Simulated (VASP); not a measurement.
# BN (F-43m) in VASP: further runs

The runs below take BN through single point, with HSE06.

Everything below comes from runs of VASP 6.6.1. Logs are shortened: lines on timing, memory, paths and dates and some standing lists are left out, and cuts for length are marked.

### 1 The cell of the first run

The structure is cubic, space group F-43m (No. 216). Conventional cell: a = 3.606 Å, b = 3.606 Å, c = 3.606 Å, α = 90.00°, β = 90.00°, γ = 90.00°. Within 2.1 Å of B (site symmetry -43m) lie 4 N at 1.56 Å. Within 2.1 Å of N (site symmetry -43m) lie 4 B at 1.56 Å.

### 2 Single point, HSE06

Input file POSCAR:

```
BN
1.0
    7.2115910000      0.0000000000      0.0000000000
    0.0000000000      7.2115910000      0.0000000000
    0.0000000000      0.0000000000      7.2115910000
B N
32 32
Direct
    0.0000000000      0.0000000000      0.0000000000
    0.0000000000      0.0000000000      0.5000000000
    0.0000000000      0.5000000000      0.0000000000
    0.0000000000      0.5000000000      0.5000000000
    0.5000000000      0.0000000000      0.0000000000
    0.5000000000      0.0000000000      0.5000000000
    0.5000000000      0.5000000000      0.0000000000
    0.5000000000      0.5000000000      0.5000000000
    0.2500000000      0.2500000000      0.0000000000
    0.2500000000      0.2500000000      0.5000000000
    0.2500000000      0.7500000000      0.0000000000
    0.2500000000      0.7500000000      0.5000000000
    0.7500000000      0.2500000000      0.0000000000
    0.7500000000      0.2500000000      0.5000000000
    0.7500000000      0.7500000000      0.0000000000
    0.7500000000      0.7500000000      0.5000000000
    0.2500000000      0.0000000000      0.2500000000
    0.2500000000      0.0000000000      0.7500000000
    0.2500000000      0.5000000000      0.2500000000
    0.2500000000      0.5000000000      0.7500000000
    0.7500000000      0.0000000000      0.2500000000
    0.7500000000      0.0000000000      0.7500000000
    0.7500000000      0.5000000000      0.2500000000
    0.7500000000      0.5000000000      0.7500000000
    0.0000000000      0.2500000000      0.2500000000
    0.0000000000      0.2500000000      0.7500000000
    0.0000000000      0.7500000000      0.2500000000
    0.0000000000      0.7500000000      0.7500000000
    0.5000000000      0.2500000000      0.2500000000
    0.5000000000      0.2500000000      0.7500000000
    0.5000000000      0.7500000000      0.2500000000
    0.5000000000      0.7500000000      0.7500000000
    0.1250000000      0.1250000000      0.1250000000
    0.1250000000      0.1250000000      0.6250000000
    0.1250000000      0.6250000000      0.1250000000
    0.1250000000      0.6250000000      0.6250000000
    0.6250000000      0.1250000000      0.1250000000
    0.6250000000      0.1250000000      0.6250000000
    0.6250000000      0.6250000000      0.1250000000
    0.6250000000      0.6250000000      0.6250000000
    0.3750000000      0.3750000000      0.1250000000
    0.3750000000      0.3750000000      0.6250000000
    0.3750000000      0.8750000000      0.1250000000
    0.3750000000      0.8750000000      0.6250000000
    0.8750000000      0.3750000000      0.1250000000
    0.8750000000      0.3750000000      0.6250000000
    0.8750000000      0.8750000000      0.1250000000
    0.8750000000      0.8750000000      0.6250000000
    0.3750000000      0.1250000000      0.3750000000
    0.3750000000      0.1250000000      0.8750000000
    0.3750000000      0.6250000000      0.3750000000
    0.3750000000      0.6250000000      0.8750000000
    0.8750000000      0.1250000000      0.3750000000
    0.8750000000      0.1250000000      0.8750000000
    0.8750000000      0.6250000000      0.3750000000
    0.8750000000      0.6250000000      0.8750000000
    0.1250000000      0.3750000000      0.3750000000
    0.1250000000      0.3750000000      0.8750000000
    0.1250000000      0.8750000000      0.3750000000
    0.1250000000      0.8750000000      0.8750000000
    0.6250000000      0.3750000000      0.3750000000
    0.6250000000      0.3750000000      0.8750000000
    0.6250000000      0.8750000000      0.3750000000
    0.6250000000      0.8750000000      0.8750000000
```

Input file INCAR.step1:

```
SYSTEM = BN
ALGO = Normal
EDIFF = 1E-5
ENCUT = 520
GGA = PE
ISIF = 2
ISMEAR = -1
LASPH = .TRUE.
LREAL = Auto
LWAVE = .TRUE.
NBANDS = 166
NELM = 60
PREC = Accurate
SIGMA = 0.05
```

Input file INCAR.step2:

```
SYSTEM = BN
ALGO = Normal
EDIFF = 1E-7
ENCUT = 520
GGA = PE
HFSCREEN = 0.2079
ISIF = 2
ISMEAR = -1
ISTART = 1
LASPH = .TRUE.
LCHARG = .TRUE.
LELF = .TRUE.
LHFCALC = .TRUE.
LREAL = Auto
LVHAR = .TRUE.
LWAVE = .FALSE.
NBANDS = 166
NELM = 60
PREC = Accurate
PRECFOCK = Fast
SIGMA = 0.05
```

Input file KPOINTS:

```
k-points
0
G
  1 1 1
  0 0 0
```

Potentials or basis: VASP PAW PBE potentials, release 64 (B, N).

On the command line:

```
> cat potpaw_PBE.64/B/POTCAR potpaw_PBE.64/N/POTCAR > POTCAR
> cp INCAR.step1 INCAR
> mpirun -np 1 vasp_gam > vasp.out
> cp INCAR.step2 INCAR
> mpirun -np 1 vasp_gam > vasp.out
```

OUTCAR:

```text
SYSTEM = BN
   EDIFF = 1E-7
   ENCUT = 520
   GGA = PE
   HFSCREEN = 0.2079
   ISIF = 2
   ISMEAR = -1
   ISTART = 1
   LASPH = .TRUE.
   LHFCALC = .TRUE.
   LREAL = Auto
   NELM = 60
   PREC = Accurate
   PRECFOCK = Fast

 ion  position               nearest neighbor table
   1  0.000  0.000  0.000-  33 1.56  47 1.56  54 1.56  60 1.56
   2  0.000  0.000  0.500-  34 1.56  48 1.56  53 1.56  59 1.56
   3  0.000  0.500  0.000-  35 1.56  45 1.56  56 1.56  58 1.56
   4  0.000  0.500  0.500-  36 1.56  46 1.56  55 1.56  57 1.56
   5  0.500  0.000  0.000-  37 1.56  43 1.56  50 1.56  64 1.56
   6  0.500  0.000  0.500-  38 1.56  44 1.56  49 1.56  63 1.56
[... 56 lines left out ...]
  63  0.625  0.875  0.375-   6 1.56  16 1.56  21 1.56  31 1.56
  64  0.625  0.875  0.875-   5 1.56  15 1.56  22 1.56  32 1.56

  LATTYP: Found a simple cubic cell.
 ALAT       =     7.2115910000

  Lattice vectors:

 A1 = (   7.2115910000,   0.0000000000,   0.0000000000)
 A2 = (   0.0000000000,   7.2115910000,   0.0000000000)
 A3 = (   0.0000000000,   0.0000000000,   7.2115910000)

Analysis of symmetry for initial positions (statically):
=====================================================================
 Subroutine PRICEL returns following result:

  LATTYP: Found a face centered cubic cell.
 ALAT       =     3.6057955000

  Lattice vectors:

 A1 = (   1.8028977500,  -1.8028977500,   0.0000000000)
 A2 = (   1.8028977500,   0.0000000000,   1.8028977500)
 A3 = (   0.0000000000,  -1.8028977500,   1.8028977500)

  32 primitive cells build up your supercell.

 Routine SETGRP: Setting up the symmetry group for a
 simple cubic supercell.

 Subroutine GETGRP returns: Found 24 space group operations
 (whereof 24 operations were pure point group operations)
 out of a pool of 48 trial point group operations.

The static configuration has the point symmetry T_d .

Analysis of symmetry for dynamics (positions and initial velocities):
=====================================================================
 Subroutine PRICEL returns following result:

  LATTYP: Found a face centered cubic cell.
 ALAT       =     3.6057955000

  Lattice vectors:

 A1 = (   1.8028977500,  -1.8028977500,   0.0000000000)
 A2 = (   1.8028977500,   0.0000000000,   1.8028977500)
 A3 = (   0.0000000000,  -1.8028977500,   1.8028977500)

  32 primitive cells build up your supercell.

 Routine SETGRP: Setting up the symmetry group for a
 simple cubic supercell.

 Subroutine GETGRP returns: Found 24 space group operations
 (whereof 24 operations were pure point group operations)
 out of a pool of 48 trial point group operations.

The dynamic configuration has the point symmetry T_d .

 Subroutine INISYM returns: Found 24 space group operations
 (whereof 24 operations are pure point group operations),
 and found    32 'primitive' translations

----------------------------------------------------------------------------------------

                                     Primitive cell

  volume of cell :      11.7204

  direct lattice vectors                    reciprocal lattice vectors
     1.802897750 -1.802897750  0.000000000     0.277331313 -0.277331313 -0.277331313
     1.802897750  0.000000000  1.802897750     0.277331313  0.277331313  0.277331313
     0.000000000 -1.802897750  1.802897750    -0.277331313 -0.277331313  0.277331313

  length of vectors
     2.549682450  2.549682450  2.549682450     0.480351924  0.480351924  0.480351924

  position of ions in fractional coordinates (direct lattice)
     0.000000000  0.000000000  0.000000000
     0.750000000  0.750000000  0.750000000

  ion indices of the primitive-cell ions
   primitive index   ion index
                 1           1
                 2          33

----------------------------------------------------------------------------------------

 KPOINTS: k-points

Automatic generation of k-mesh.
 Grid dimensions read from file:
 generate k-points for:    1    1    1

 Generating k-lattice:

  Cartesian coordinates                     Fractional coordinates (reciprocal lattice)
     0.138665656  0.000000000  0.000000000     1.000000000  0.000000000  0.000000000
     0.000000000  0.138665656  0.000000000     0.000000000  1.000000000  0.000000000
     0.000000000  0.000000000  0.138665656     0.000000000  0.000000000  1.000000000

  Length of vectors
     0.138665656  0.138665656  0.138665656

  Shift w.r.t. Gamma in fractional coordinates (k-lattice)
     0.000000000  0.000000000  0.000000000

 Subroutine IBZKPT returns following result:
 ===========================================

 Found      1 irreducible k-points:

 Following reciprocal coordinates:
            Coordinates               Weight
  0.000000  0.000000  0.000000      1.000000
   k-points           NKPTS =      1   k-points in BZ     NKDIM =      1   number of bands    NBANDS=    166
   number of dos      NEDOS =    301   number of ions     NIONS =     64
   total plane-waves  NPLWV = 157464
   dimension x,y,z NGX =    54 NGY =   54 NGZ =   54
   dimension x,y,z NGXF=   108 NGYF=  108 NGZF=  108
   ions per type =              32  32
   NGX,Y,Z   is equivalent  to a cutoff of  12.45, 12.45, 12.45 a.u.
   NGXF,Y,Z  is equivalent  to a cutoff of  24.90, 24.90, 24.90 a.u.
 SYSTEM =  BN
   PREC   = accura    normal or accurate (medium, high low for compatibility)
   ISTART =      1    job   : 0-new  1-cont  2-samecut
   ICHARG =      0    charge: 1-file 2-atom 10-const
   ISPIN  =      1    spin polarized calculation?
   LNONCOLLINEAR =      F non collinear calculations
   LSORBIT =      F    spin-orbit coupling
   LASPH  =      T    aspherical Exc in radial PAW
   ENCUT  =  520.0 eV  38.22 Ry    6.18 a.u.  13.41 13.41 13.41*2*pi/ulx,y,z
   NELM   =     60;   NELMIN=  2; NELMDL=  0     # of ELM steps
   EDIFF  = 0.1E-06   stopping-criterion for ELM
   LREAL  =      T    real-space projection
   EDIFFG = 0.1E-05   stopping-criterion for IOM
   NSW    =      0    number of steps for IOM
   IBRION =     -1    ionic relax: 0-MD 1-quasi-New 2-CG
   NFREE  =      0    steps in history (QN), initial steepest desc. (CG)
   ISIF   =      2    stress and relaxation
   ISYM   =      3    0-nonsym 1-usesym 2-fastsym
   POTIM  = 0.5000    time-step for ionic-motion
   TEBEG  =    0.0;   TEEND  =   0.0 temperature during run
   PSTRESS=    0.0 pullay stress
   NELECT =     256.0000    total number of electrons
   NUPDOWN=      -1.0000    fix difference up-down
   EMIN   =  10.00;   EMAX   =-10.00  energy-range for DOS
   EFERMI =   0.00;   METHOD = LEGACY
   ISMEAR =    -1;   SIGMA  =   0.05  broadening in eV -4-tet -1-fermi 0-gaus
   EFERMI_NEDOS =   21; number of points for ismear=-14 and -15
   IALGO  =     38    algorithm
   IMIX   =      1    mixing-type and parameters
     AMIX     =   0.40;   BMIX     =  1.00
     AMIX_MAG =   1.60;   BMIX_MAG =  1.00
  volume/ion in A,a.u.               =       5.86        39.55
  Fermi-wavevector in a.u.,A,eV,Ry     =   1.441420  2.723888 28.268692  2.077690
  Thomas-Fermi vector in A             =   2.560054
   LORBIT       =      0    0 simple, 1 ext, 2 COOP (PROOUT), +10 PAW based schemes
   GGA     = PE    functional components
   LHFCALC =     T    Hartree Fock is set to
   PRECFOCK=fast      Normal, Fast or Accurate (Low or Medium for compatibility)
   ENCUT4O =  -1.0   cutoff for four orbital integrals eV
   NKREDX  =     1    reduce k-point grid by
   NKREDY  =     1    reduce k-point grid by
   NKREDZ  =     1    reduce k-point grid by
   AEXX    =    0.2500 exact exchange contribution
   HFSCREEN=    0.2079 screening length (either q_TF or 0.3 A-1)
   HFSCREENC=   0.2079 screening length for correlation (either q_TF or 0.3 A-1)
   ENCUTFOCK=  -1.0 apply spherical cutoff to Coloumb kernel
   IVDW    =     0    specifies the selected vdW correction
   LEPSILON=     F    determine dielectric tensor
   LRPA    =     F    only Hartree local field effects (RPA)
 non-spin polarized calculation
  energy-cutoff  :      520.00
  volume of cell :      375.05
 maximum number of plane-waves:      5030
 NGX is ok and might be reduce to    54
  NGX = 28; NGY = 28; NGZ = 28

 number of electron     256.0000104 magnetization

 Free energy of the ion-electron system (eV)
  ---------------------------------------------------
  ext. energy  EPLUGINS =         0.00000000
  ---------------------------------------------------
  free energy    TOTEN  =      -649.35445089 eV

  energy without entropy =     -649.35445089  energy(sigma->0) =     -649.35445089

 E-fermi :   7.9013     XC(G=0): -10.5111

 val. band max:        6.6216813323   @ k =   0.0000   0.0000   0.0000
 cond. band min:      12.4628331215   @ k =   0.0000   0.0000   0.0000
 fundamental gap:      5.8411517892
 Fermi energy:         7.9012726705

 k-point     1 :       0.0000    0.0000    0.0000
  band No.  band energies     occupation
      1     -15.5358      2.00000
      2     -13.4039      2.00000
      3     -13.4039      2.00000
      4     -13.4039      2.00000
      5     -13.4038      2.00000
      6     -13.4038      2.00000
[... 132 lines left out ...]
    139      17.2659      0.00000
    140      17.2659      0.00000
 [bands above 140 left out]

------------------------ aborting loop because EDIFF is reached ----------------------------------------

  FORCE on cell =-STRESS in cart. coord.  units (eV):
  Direction    XX          YY          ZZ          XY          YZ          ZX
  --------------------------------------------------------------------------------------
  -------------------------------------------------------------------------------------
  Total       -5.1954499     -5.1954499     -5.1954499     -0.0000000      0.0000000      0.0000000
  in kB      -22.1942503    -22.1942503    -22.1942503     -0.0000000      0.0000000      0.0000000
  external PRESSURE =     -22.1942503 kB  Pullay stress =       0.0000000 kB

 VOLUME and BASIS-vectors are now :
 -----------------------------------------------------------------------------
  energy-cutoff  :      520.00
  volume of cell :      375.05
      direct lattice vectors                 reciprocal lattice vectors
     7.211591000  0.000000000  0.000000000     0.138665656  0.000000000  0.000000000
     0.000000000  7.211591000  0.000000000     0.000000000  0.138665656  0.000000000
     0.000000000  0.000000000  7.211591000     0.000000000  0.000000000  0.138665656

 POSITION                                       TOTAL-FORCE (eV/Angst)
 -----------------------------------------------------------------------------------
      0.00000      0.00000      0.00000        -0.000000     -0.000000     -0.000000
      0.00000      0.00000      3.60580        -0.000000      0.000000     -0.000000
      0.00000      3.60580      0.00000         0.000000     -0.000000     -0.000000
      0.00000      3.60580      3.60580        -0.000000      0.000000     -0.000000
      3.60580      0.00000      0.00000         0.000000      0.000000     -0.000000
      3.60580      0.00000      3.60580        -0.000000      0.000000     -0.000000
[... 56 lines left out ...]
      4.50724      6.31014      2.70435         0.000000     -0.000000      0.000000
      4.50724      6.31014      6.31014         0.000000     -0.000000      0.000000
 -----------------------------------------------------------------------------------
    total drift:                                0.000004     -0.000003     -0.000005

  FREE ENERGIE OF THE ION-ELECTRON SYSTEM (eV)
  ---------------------------------------------------
  free  energy   TOTEN  =      -649.3544508903 eV

  energy  without entropy=     -649.3544508902  energy(sigma->0) =     -649.35445089
```

Run time: 11 min. Hardware: 1 thread of Intel Xeon Platinum 8259CL at 2.50GHz (Skylake/Cascade Lake), shared host; peak memory 0.54 GiB.

Results:

```
Free energy            : -649.3545 eV
Pressure               : -2.2 GPa
Band gap on the k mesh : 5.84 eV
```

Levels at points of the mesh, in eV from the valence-band top:
```csv
k point,band 126,band 127,band 128,band 129,band 130,band 131
"(0.00, 0.00, 0.00)",0.00,0.00,0.00,5.84,5.84,5.84
```

Caveat: the k points lie up to 0.87 Å⁻¹ apart, too coarse for converged energies, forces and pressures; the PAW data sets were made with another functional, which shifts forces and pressure a little; an odd mesh through Γ misses points on the zone boundary, where band edges can lie.

(Continued in part 2 of 2.)
